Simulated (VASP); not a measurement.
Input of a VASP 6.6.1 run:

Contents of POSCAR:

```
BaTiO3
1.0
    3.9940387829      0.0000000000      0.0000000000
    0.0000000000      3.9940387829      0.0000000000
    0.0000000000      0.0000000000      4.0739195585
Ba Ti O
1 1 3
Direct
    0.5000000000      0.5000000000      0.5000000000
    0.0000000000      0.0000000000      0.0000000000
    0.5000000000      0.0000000000      0.0000000000
    0.0000000000      0.5000000000      0.0000000000
    0.0000000000      0.0000000000      0.5000000000
```

Contents of INCAR.step1:

```
SYSTEM = BaTiO3
ALGO = Normal
EDIFF = 1E-4
ENCUT = 520
GGA = PE
ISMEAR = 0
LASPH = .TRUE.
LCHARG = .FALSE.
LREAL = .FALSE.
LWAVE = .TRUE.
NBANDS = 28
NELM = 60
PREC = Accurate
SIGMA = 0.02
```

The input INCAR.step2:

```
SYSTEM = BaTiO3
ALGO = Normal
EDIFF = 1E-6
ENCUT = 520
ISIF = 2
ISMEAR = 0
ISTART = 1
LASPH = .TRUE.
LCHARG = .TRUE.
LELF = .TRUE.
LMIXTAU = .TRUE.
LREAL = .FALSE.
LVHAR = .TRUE.
LWAVE = .FALSE.
METAGGA = R2SCAN
NBANDS = 28
NELM = 60
PREC = Accurate
SIGMA = 0.02
```

The input KPOINTS:

```
k-points
0
G
  8 8 8
  0 0 0
```

Potentials or basis: VASP PAW PBE potentials, release 64 (Ba_sv, Ti_sv, O).

The run is started by

```sh
$ cat potpaw_PBE.64/Ba_sv/POTCAR potpaw_PBE.64/Ti_sv/POTCAR potpaw_PBE.64/O/POTCAR > POTCAR
$ cp INCAR.step1 INCAR
$ mpirun -np 1 vasp_std > vasp.out
$ cp INCAR.step2 INCAR
$ mpirun -np 1 vasp_std > vasp.out
```

(1) Predict the band gap on the k mesh.

(2) Predict the pressure.

## Answers

(1) 2.07 eV (least direct gap 2.25 eV).

(2) -1.5 GPa.

Caveat: the PAW data sets were made with another functional, which shifts forces and pressure a little; spin-orbit coupling is left out, which moves the levels of the heavy elements.
